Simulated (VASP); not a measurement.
Wanted: the native input for a VASP 6.6.1 run.

- Task: single point
- Functional: PBE
- Potentials or basis: VASP PAW PBE potentials, release 64 (O, Sr_sv, Se)
- Cutoff: 520 eV
- k mesh: 6 × 6 × 4
- Occupations: gaussian, width 0.01 eV
- Spin: no spin polarisation
- Dipole correction: no
- Further INCAR settings: ALGO = Normal; EDIFF = 1e-06; NBANDS = 24

The structure of Sr2SeO lies in POSCAR:

```
Sr2SeO
1.0
    4.2319635473      0.0000000000      0.0000000000
    0.0000000000      4.2319635473      0.0000000000
    0.0000000000      0.0000000000      5.9948537841
O Sr Se
1 2 1
Direct
    0.0000000000      0.0000000000      0.0000000000
    0.0000000000      0.0000000000      0.5000000000
    0.5000000000      0.5000000000      0.0000000000
    0.5000000000      0.5000000000      0.5000000000
```

This cell differs from its parent crystal: volume changed by +6%.

These files were run (other wordings do the same):

INCAR

```
SYSTEM = Sr2SeO
ALGO     = Normal         ! electronic algorithm
EDIFF    = 1E-6           ! SCF threshold, eV
ENCUT    = 520            ! plane-wave cutoff, eV
GGA      = PE             ! functional
ISIF     = 2              ! what is computed and relaxed
ISMEAR   = 0              ! smearing method
LASPH    = .TRUE.         ! aspherical terms in the spheres
LCHARG   = .TRUE.         ! write CHGCAR
LELF     = .TRUE.         ! ELF
LREAL    = .FALSE.        ! projectors in reciprocal space
LVHAR    = .TRUE.       
LWAVE    = .FALSE.        ! write WAVECAR
NBANDS   = 24             ! bands
NELM     = 80             ! most SCF steps
PREC     = Accurate       ! precision mode
SIGMA    = 0.01           ! smearing width, eV
```

KPOINTS

```
k-points
0
G
  6 6 4
  0 0 0
```

Potentials or basis: VASP PAW PBE potentials, release 64 (O, Sr_sv, Se).

The run is started by

```console
$ cat potpaw_PBE.64/O/POTCAR potpaw_PBE.64/Sr_sv/POTCAR potpaw_PBE.64/Se/POTCAR > POTCAR
$ mpirun -np 1 vasp_std > vasp.out
```

Results of the run:

```
Pressure               : -2.5 GPa
Band gap on the k mesh : 2.01 eV, direct
```

Run time: 50 s on 1 thread of Intel(R) Xeon(R) Platinum 8488C (Sapphire Rapids), on a shared host, peak memory 0.26 GiB.
